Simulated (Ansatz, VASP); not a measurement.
One calculation of C, two programs

The input INCAR:

```
PREC = Accurate
ENCUT = 520
EDIFF = 1E-6
ISMEAR = -1
SIGMA = 0.05
LREAL = False
LASPH = True
NELM = 80
ALGO = Normal
ISIF = 2
LWAVE = False
LCHARG = False
GGA = PS
NBANDS = 36
```

The input KPOINTS:

```
regular mesh
0
Gamma
  12 12 3
```

POSCAR

```
C
1.0
    2.5221000000      0.0000000000      0.0000000000
   -1.2610500000      2.1842026709      0.0000000000
    0.0000000000      0.0000000000     12.3557000000
C
12
Direct
    0.6666666667      0.3333333333      0.3541700000
    0.3333333333      0.6666666667      0.8541700000
    0.6666666667      0.3333333333      0.1458300000
    0.3333333333      0.6666666667      0.6458300000
    0.6666666667      0.3333333333      0.4791700000
    0.3333333333      0.6666666667      0.9791700000
    0.6666666667      0.3333333333      0.0208300000
    0.3333333333      0.6666666667      0.5208300000
    0.0000000000      0.0000000000      0.8125000000
    0.0000000000      0.0000000000      0.3125000000
    0.0000000000      0.0000000000      0.6875000000
    0.0000000000      0.0000000000      0.1875000000
```

input.yaml

```yaml
crystal:
  lattice:
    - [2.5221, 0.0, 0.0]
    - [-1.26105, 2.1842026709, 0.0]
    - [0.0, 0.0, 12.3557]
  atoms:
    - { symbol: C, position: [0.6666666667, 0.3333333333, 0.35417] }
    - { symbol: C, position: [0.3333333333, 0.6666666667, 0.85417] }
    - { symbol: C, position: [0.6666666667, 0.3333333333, 0.14583] }
    - { symbol: C, position: [0.3333333333, 0.6666666667, 0.64583] }
    - { symbol: C, position: [0.6666666667, 0.3333333333, 0.47917] }
    - { symbol: C, position: [0.3333333333, 0.6666666667, 0.97917] }
    - { symbol: C, position: [0.6666666667, 0.3333333333, 0.02083] }
    - { symbol: C, position: [0.3333333333, 0.6666666667, 0.52083] }
    - { symbol: C, position: [0.0, 0.0, 0.8125] }
    - { symbol: C, position: [0.0, 0.0, 0.3125] }
    - { symbol: C, position: [0.0, 0.0, 0.6875] }
    - { symbol: C, position: [0.0, 0.0, 0.1875] }
hamiltonian:
  xc: pbesol
  pseudopotentials: { kind: paw }
kpoints:
  mp_grid: { grid: [12, 12, 3] }
  band_path:
    path:
      - [[0.0, 0.0, 0.0], [0.5, 0.0, 0.0], [0.3333333333, 0.3333333333, 0.0], [0.0, 0.0, 0.0], [0.0, 0.0, 0.5], [0.5, 0.0, 0.5], [0.3333333333, 0.3333333333, 0.5], [0.0, 0.0, 0.5]]
      - [[0.5, 0.0, 0.5], [0.5, 0.0, 0.0]]
      - [[0.3333333333, 0.3333333333, 0.0], [0.3333333333, 0.3333333333, 0.5]]
    npoints: 10
scf:
  occupations: { method: fermi_dirac, width: 0.05 }
  n_extra_bands: 30
output:
  forces: true
  stress: true
  eigenvalues: true
  fatbands: false
  write_density: true
  write_potential: true
  elf: true
  volumetric_format: npy
```

Alike in both runs: functional PBEsol; k mesh 12 × 12 × 3; occupations fermi-dirac, width 0.05 eV; no spin polarisation.

|  | VASP | Ansatz |
| --- | --- | --- |
| version | VASP 6.6.1 | Ansatz 0.2.0 |
| potentials or method | VASP PAW PBE potentials, release 64 (C) | Ansatz PAW |
| plane-wave cutoff (eV) | 520 | 420 |
| valence electrons in the cell | 48 | 48 |
| task | single point | band structure |

|  | VASP | Ansatz | Ansatz less VASP |
| --- | --- | --- | --- |
| gap on the k mesh at the Fermi level (eV) | 4.26 | 4.26 | +0.007 |
| least direct gap on the mesh (eV) | 5.24 | 5.25 | +0.003 |
| pressure (GPa) | -3.5 | -4.5 | -1.04 |
| traceless stress, the component that is largest in VASP (GPa) | 5.52 | 5.52 | -0.004 |
| rms of the force components (eV/Å) | 0.154 | 0.153 | -0.0003 |

VASP's potentials were made for PBE, not for PBEsol. Atom by atom the forces differ by 0.001 eV/Å (rms over components).

Noted on Ansatz's run: Pulay correction over one GPa.
